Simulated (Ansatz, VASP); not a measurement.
Si2Mo: VASP beside Ansatz

```
Si Mo
1.0
    -1.60081    1.60081    3.90943
     1.60081   -1.60081    3.90943
     1.60081    1.60081   -3.90943
Si Mo
2 1
Direct
  0.33529 0.33529 0.00000
  0.66471 0.66471 0.00000
  0.00000 0.00000 0.00000
```

Alike in both runs: functional r2SCAN; k mesh 18 × 18 × 18; occupations gaussian, width 0.1 eV; no spin polarisation.

Ansatz relaxed the structure, and its values are those at the end. VASP's run is a single point on that final structure, the one shown.

```csv
,VASP,Ansatz
version,VASP 6.6.1,Ansatz 0.2.0
potentials or method,"VASP PAW PBE potentials, release 64 (Si, Mo_sv), cutoff 520 eV","scalar-relativistic, plane waves, PAW"
valence electrons in the cell,22,22
```

|  | VASP | Ansatz | Ansatz less VASP |
| --- | --- | --- | --- |
| gap on the k mesh at the Fermi level (eV) | none | none | - |
| pressure (GPa) | 0.4 | 0.0 | -0.41 |
| rms of the force components (eV/Å) | 0.004 | 0.000 | -0.0039 |

VASP's potentials were made for PBE, not for r2SCAN. A gap of «none» marks a metal or a gap that the smearing closes.
